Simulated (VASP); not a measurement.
HfO2: single point with PBE

The system is HfO2.

```
CELL_PARAMETERS angstrom
0.07628 2.55487 2.55487
2.55487 0.07628 2.55487
2.55487 2.55487 0.07628
ATOMIC_POSITIONS crystal
Hf 0.00000 0.00000 0.00000
O 0.24805 0.24805 0.24805
O 0.75195 0.75195 0.75195
```

This cell differs from its parent crystal: epitaxial 111 strain -2.0%.

```json
{
  "Program": "VASP 6.6.1",
  "Task": "single point",
  "Functional": "PBE",
  "Potentials or basis": "VASP PAW PBE potentials, release 64 (Hf_pv, O)",
  "Cutoff": "520 eV",
  "k mesh": "6 × 6 × 6",
  "Occupations": "gaussian, width 0.01 eV",
  "Spin": "no spin polarisation"
}
```

```json
{
  "Pressure": "6.6 GPa",
  "Largest force": "0.010 eV/Å",
  "Band gap on the k mesh": "3.87 eV"
}
```

Forces on the atoms (eV/Å):
```
Hf   0.000  0.000  0.000
O   -0.006 -0.006 -0.006
O    0.006  0.006  0.006
```

Stress tensor (GPa, compression positive):
```
 6.56 -2.17 -2.17
-2.17  6.56 -2.17
-2.17 -2.17  6.56
```

Levels at points of the mesh, in eV from the valence-band top:
```tsv
k point	band 8	band 9	band 10	band 11	band 12	band 13	band 14	band 15
(0.00, 0.00, 0.00)	-5.42	-0.65	-0.65	-0.54	3.95	3.95	6.02	10.49
(0.50, 0.00, 0.00)	-3.12	-2.78	-1.95	-1.72	4.57	4.92	7.36	9.19
(0.50, 0.50, 0.00)	-3.40	-1.72	-1.41	0.00	3.87	5.65	6.74	8.27
(0.50, 0.50, 0.50)	-2.99	-2.80	-1.86	-1.86	4.62	4.62	6.72	9.11
```

Run time: 9.8 s on 1 thread of Intel(R) Xeon(R) 6975P-C (Granite Rapids) (shared host), peak memory 0.16 GiB.

Caveat: the cell differs from its parent crystal (epitaxial 111 strain -2.0%); the cell stands under pressure; spin-orbit coupling is left out, which moves the levels of the heavy elements. A k mesh can miss the band edges.
